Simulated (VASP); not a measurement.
# TlPd3 (I4/mmm) in VASP: single point with LDA

Aim: the single point of TlPd3 with LDA.

All numbers are computed with VASP 6.6.1; they aren't measurements. Logs are shortened: lines on timing, memory, paths and dates and some standing lists are left out, and cuts for length are marked.

## (1) The cell of the first run

It takes space group I4/mmm (No. 139, tetragonal). Conventional cell: a = 4.181 Å, b = 4.181 Å, c = 7.592 Å, α = 90.00°, β = 90.00°, γ = 90.00°. Tl (site symmetry 4/mmm) has 12 Pd at 2.82 to 2.96 Å within 3.7 Å. Pd (site symmetry 4/mmm) has 8 Pd at 2.82 Å and 4 Tl at 2.96 Å within 3.7 Å. Pd (site symmetry -4m2) has 4 Tl at 2.82 Å and 8 Pd at 2.82 to 2.96 Å within 3.7 Å.

## (2) Single point, LDA

INCAR

```
ALGO = Normal
EDIFF = 1E-6
ENCUT = 520
GGA = CA
ISIF = 2
ISMEAR = -1
LASPH = T
LCHARG = F
LREAL = F
LWAVE = F
NBANDS = 30
NELM = 100
PREC = Accurate
SIGMA = 0.03
```

KPOINTS

```
k-points
0
Gamma
  12 12 12
```

POSCAR

```
TlPd3
1.0
   -2.0903608308      2.0903608308      3.7961551193
    2.0903608308     -2.0903608308      3.7961551193
    2.0903608308      2.0903608308     -3.7961551193
Tl Pd
1 3
Direct
    0.0000000000      0.0000000000      0.0000000000
    0.5000000000      0.5000000000      0.0000000000
    0.7500000000      0.2500000000      0.5000000000
    0.2500000000      0.7500000000      0.5000000000
```

Potentials or basis: VASP PAW LDA potentials, release 64 (Tl_d, Pd).

Started as:

```console
$ cat potpaw_LDA.64/Tl_d/POTCAR potpaw_LDA.64/Pd/POTCAR > POTCAR
$ mpirun -np 1 vasp_std > vasp.out
```

OUTCAR:

```text
EDIFF = 1E-6
   ENCUT = 520
   GGA = CA
   ISIF = 2
   ISMEAR = -1
   LASPH = T
   LREAL = F
   NELM = 100
   PREC = Accurate

 ion  position               nearest neighbor table
   1  0.000  0.000  0.000-   3 2.82   4 2.82   3 2.82   4 2.82   3 2.82   4 2.82   3 2.82   4 2.82
                             2 2.96   2 2.96   2 2.96   2 2.96
   2  0.500  0.500  0.000-   4 2.82   3 2.82   3 2.82   4 2.82   3 2.82   4 2.82   4 2.82   3 2.82
                             1 2.96   1 2.96   1 2.96   1 2.96
   3  0.750  0.250  0.500-   2 2.82   1 2.82   1 2.82   2 2.82   1 2.82   2 2.82   2 2.82   1 2.82
                             4 2.96   4 2.96   4 2.96   4 2.96
   4  0.250  0.750  0.500-   1 2.82   2 2.82   1 2.82   2 2.82   1 2.82   2 2.82   1 2.82   2 2.82
                             3 2.96   3 2.96   3 2.96   3 2.96

  LATTYP: Found a body centered tetragonal cell.
 ALAT       =     4.1807216616
 C/A-ratio  =     1.8160286317

  Lattice vectors:

 A1 = (  -2.0903608308,   2.0903608308,   3.7961551193)
 A2 = (   2.0903608308,  -2.0903608308,   3.7961551193)
 A3 = (   2.0903608308,   2.0903608308,  -3.7961551193)

Analysis of symmetry for initial positions (statically):
=====================================================================
 Subroutine PRICEL returns:
 Original cell was already a primitive cell.

 Routine SETGRP: Setting up the symmetry group for a
 body centered tetragonal supercell.

 Subroutine GETGRP returns: Found 16 space group operations
 (whereof 16 operations were pure point group operations)
 out of a pool of 16 trial point group operations.

The static configuration has the point symmetry D_4h.

Analysis of symmetry for dynamics (positions and initial velocities):
=====================================================================
 Subroutine PRICEL returns:
 Original cell was already a primitive cell.

 Routine SETGRP: Setting up the symmetry group for a
 body centered tetragonal supercell.

 Subroutine GETGRP returns: Found 16 space group operations
 (whereof 16 operations were pure point group operations)
 out of a pool of 16 trial point group operations.

The dynamic configuration has the point symmetry D_4h.

 Subroutine INISYM returns: Found 16 space group operations
 (whereof 16 operations are pure point group operations),
 and found     1 'primitive' translations

----------------------------------------------------------------------------------------

                                     Primitive cell

  volume of cell :      66.3508

  direct lattice vectors                    reciprocal lattice vectors
    -2.090360831  2.090360831  3.796155119     0.000000000  0.239193154  0.131712215
     2.090360831 -2.090360831  3.796155119     0.239193154  0.000000000  0.131712215
     2.090360831  2.090360831 -3.796155119     0.239193154  0.239193154  0.000000000

  length of vectors
     4.811445780  4.811445780  4.811445780     0.273059467  0.273059467  0.338270202

  position of ions in fractional coordinates (direct lattice)
     0.000000000  0.000000000  0.000000000
     0.500000000  0.500000000  0.000000000
     0.750000000  0.250000000  0.500000000
     0.250000000  0.750000000  0.500000000

  ion indices of the primitive-cell ions
   primitive index   ion index
                 1           1
                 2           2
                 3           3
                 4           4

----------------------------------------------------------------------------------------

 KPOINTS: k-points

Automatic generation of k-mesh.
 Grid dimensions read from file:
 generate k-points for:   12   12   12

 Generating k-lattice:

  Cartesian coordinates                     Fractional coordinates (reciprocal lattice)
     0.000000000  0.019932763  0.010976018     0.083333333  0.000000000  0.000000000
     0.019932763  0.000000000  0.010976018     0.000000000  0.083333333  0.000000000
     0.019932763  0.019932763  0.000000000     0.000000000  0.000000000  0.083333333

  Length of vectors
     0.022754956  0.022754956  0.028189184

  Shift w.r.t. Gamma in fractional coordinates (k-lattice)
     0.000000000  0.000000000  0.000000000

 Subroutine IBZKPT returns following result:
 ===========================================

 Found    163 irreducible k-points:

 Following reciprocal coordinates:
            Coordinates               Weight
  0.000000  0.000000  0.000000      1.000000
  0.083333 -0.000000  0.000000      8.000000
  0.166667  0.000000  0.000000      8.000000
  0.250000 -0.000000  0.000000      8.000000
  0.333333  0.000000  0.000000      8.000000
  0.416667  0.000000 -0.000000      8.000000
[... 16 lines left out ...]
  0.500000  0.166667  0.000000     16.000000
 -0.416667  0.166667  0.000000     16.000000
 [... further k-points ...]
   k-points           NKPTS =    163   k-points in BZ     NKDIM =    163   number of bands    NBANDS=     30
   number of dos      NEDOS =    301   number of ions     NIONS =      4
   total plane-waves  NPLWV =  46656
   dimension x,y,z NGX =    36 NGY =   36 NGZ =   36
   dimension x,y,z NGXF=    72 NGYF=   72 NGZF=   72
   ions per type =               1   3
   NGX,Y,Z   is equivalent  to a cutoff of  12.44, 12.44, 12.44 a.u.
   NGXF,Y,Z  is equivalent  to a cutoff of  24.88, 24.88, 24.88 a.u.
 SYSTEM =  unknown system
   PREC   = accura    normal or accurate (medium, high low for compatibility)
   ISTART =      0    job   : 0-new  1-cont  2-samecut
   ICHARG =      2    charge: 1-file 2-atom 10-const
   ISPIN  =      1    spin polarized calculation?
   LNONCOLLINEAR =      F non collinear calculations
   LSORBIT =      F    spin-orbit coupling
   LASPH  =      T    aspherical Exc in radial PAW
   ENCUT  =  520.0 eV  38.22 Ry    6.18 a.u.   8.95  8.95  8.95*2*pi/ulx,y,z
   NELM   =    100;   NELMIN=  2; NELMDL= -5     # of ELM steps
   EDIFF  = 0.1E-05   stopping-criterion for ELM
   LREAL  =      F    real-space projection
[... 7 lines left out ...]
   TEBEG  =    0.0;   TEEND  =   0.0 temperature during run
   PSTRESS=    0.0 pullay stress
   NELECT =      43.0000    total number of electrons
   NUPDOWN=      -1.0000    fix difference up-down
   EMIN   =  10.00;   EMAX   =-10.00  energy-range for DOS
   EFERMI =   0.00;   METHOD = LEGACY
   ISMEAR =    -1;   SIGMA  =   0.03  broadening in eV -4-tet -1-fermi 0-gaus
   EFERMI_NEDOS =   21; number of points for ismear=-14 and -15
   IALGO  =     38    algorithm
   IMIX   =      4    mixing-type and parameters
     AMIX     =   0.40;   BMIX     =  1.00
     AMIX_MAG =   1.60;   BMIX_MAG =  1.00
  volume/ion in A,a.u.               =      16.59       111.94
  Fermi-wavevector in a.u.,A,eV,Ry     =   1.416714  2.677201 27.307959  2.007078
  Thomas-Fermi vector in A             =   2.538020
   LORBIT       =      0    0 simple, 1 ext, 2 COOP (PROOUT), +10 PAW based schemes
   GGA     = CA    functional components
   LHFCALC =     F    Hartree Fock is set to
   AEXX    =    0.0000 exact exchange contribution
   IVDW    =     0    specifies the selected vdW correction
   LEPSILON=     F    determine dielectric tensor
   LRPA    =     F    only Hartree local field effects (RPA)
 non-spin polarized calculation
  energy-cutoff  :      520.00
  volume of cell :       66.35
 maximum number of plane-waves:      1805
   NGX = 17   NGY = 17   NGZ = 17

 number of electron      43.0000004 magnetization

 Free energy of the ion-electron system (eV)
  ---------------------------------------------------
  ext. energy  EPLUGINS =         0.00000000
  ---------------------------------------------------
  free energy    TOTEN  =       -23.28530427 eV

  energy without entropy =      -23.28161277  energy(sigma->0) =      -23.28345852

 E-fermi :   9.2796     XC(G=0): -12.9687

 val. band max:        9.2770954431   @ k =   0.3333   0.3333   0.0000
 cond. band min:       9.2953824286   @ k =   0.3333   0.0833   0.0833
 fundamental gap:      0.0182869855
 Fermi energy:         9.2796334387

 k-point     1 :       0.0000    0.0000    0.0000
  band No.  band energies     occupation
      1      -2.0291      2.00000
      2      -1.9958      2.00000
      3      -1.9851      2.00000
      4      -1.9851      2.00000
      5      -1.9816      2.00000
      6      -0.0109      2.00000
[... 22 lines left out ...]
     29      17.5785      0.00000
     30      18.0515      0.00000

 k-point     2 :       0.0833   -0.0000    0.0000
  band No.  band energies     occupation
      1      -2.0245      2.00000
      2      -1.9882      2.00000
      3      -1.9872      2.00000
      4      -1.9860      2.00000
      5      -1.9769      2.00000
      6       0.0713      2.00000
[... 22 lines left out ...]
     29      17.8986      0.00000
     30      18.6661      0.00000

 k-point     3 :       0.1667    0.0000    0.0000
  band No.  band energies     occupation
      1      -2.0185      2.00000
      2      -1.9923      2.00000
      3      -1.9885      2.00000
      4      -1.9641      2.00000
      5      -1.9616      2.00000
      6       0.3128      2.00000
[... 22 lines left out ...]
     29      18.0439      0.00000
     30      18.6916      0.00000

 k-point     4 :       0.2500   -0.0000    0.0000
  band No.  band energies     occupation
      1      -2.0225      2.00000
      2      -1.9919      2.00000
      3      -1.9905      2.00000
      4      -1.9467      2.00000
      5      -1.9222      2.00000
      6       0.6939      2.00000
[... 22 lines left out ...]
     29      18.0726      0.00000
     30      18.8118      0.00000

 k-point     5 :       0.3333    0.0000    0.0000
  band No.  band energies     occupation
      1      -2.0323      2.00000
      2      -1.9952      2.00000
      3      -1.9835      2.00000
      4      -1.9293      2.00000
      5      -1.8819      2.00000
      6       1.1680      2.00000
[... 22 lines left out ...]
     29      18.7738      0.00000
     30      19.6742      0.00000
[... 526 lines left out ...]
     29      20.6644      0.00000
     30      20.9649      0.00000

 k-point    22 :       0.4167    0.1667    0.0000
  band No.  band energies     occupation
      1      -2.0378      2.00000
      2      -2.0100      2.00000
      3      -1.9552      2.00000
      4      -1.9403      2.00000
      5      -1.8518      2.00000
      6       1.8345      2.00000
[... 22 lines left out ...]
     29      19.5354      0.00000
     30      20.4891      0.00000

 k-point    23 :       0.5000    0.1667    0.0000
  band No.  band energies     occupation
      1      -2.0417      2.00000
      2      -2.0021      2.00000
      3      -1.9479      2.00000
      4      -1.9436      2.00000
      5      -1.8422      2.00000
      6       1.8646      2.00000
[... 22 lines left out ...]
     29      20.2608      0.00000
     30      20.5409      0.00000

 k-point    24 :      -0.4167    0.1667    0.0000
  band No.  band energies     occupation
      1      -2.0415      2.00000
      2      -1.9915      2.00000
      3      -1.9515      2.00000
      4      -1.9437      2.00000
      5      -1.8518      2.00000
      6       1.5933      2.00000
[... 22 lines left out ...]
     29      20.1481      0.00000
     30      20.7056      0.00000

 [... further k-points ...]
[... 5 lines left out ...]
  --------------------------------------------------------------------------------------
  -------------------------------------------------------------------------------------
  Total       -3.6517138     -3.6517138     -3.7131965      0.0000000      0.0000000      0.0000000
  in kB      -88.1781241    -88.1781241    -89.6627495      0.0000000      0.0000000      0.0000000
  external PRESSURE =     -88.6729992 kB  Pullay stress =       0.0000000 kB

 VOLUME and BASIS-vectors are now :
 -----------------------------------------------------------------------------
  energy-cutoff  :      520.00
  volume of cell :       66.35
      direct lattice vectors                 reciprocal lattice vectors
    -2.090360831  2.090360831  3.796155119     0.000000000  0.239193154  0.131712215
     2.090360831 -2.090360831  3.796155119     0.239193154  0.000000000  0.131712215
     2.090360831  2.090360831 -3.796155119     0.239193154  0.239193154  0.000000000

 POSITION                                       TOTAL-FORCE (eV/Angst)
 -----------------------------------------------------------------------------------
      0.00000      0.00000      0.00000         0.000000      0.000000      0.000000
      0.00000      0.00000      3.79616         0.000000      0.000000      0.000000
      0.00000      2.09036      1.89808        -0.000000      0.000000     -0.000000
      2.09036      0.00000      1.89808         0.000000     -0.000000     -0.000000
 -----------------------------------------------------------------------------------
    total drift:                               -0.000000      0.000000      0.000000

  FREE ENERGIE OF THE ION-ELECTRON SYSTEM (eV)
  ---------------------------------------------------
  free  energy   TOTEN  =       -23.2853042676 eV

  energy  without entropy=      -23.2816127677  energy(sigma->0) =      -23.28345852
```

Run time: 6.9 min. Hardware: 1 thread of Intel Xeon Platinum 8488C (Sapphire Rapids), shared host; peak memory 0.39 GiB.

Results:

```yaml
Free_energy: -23.2853 eV
Pressure: -8.9 GPa
```

Caveat: spin-orbit coupling is left out, which moves the levels of the heavy elements.
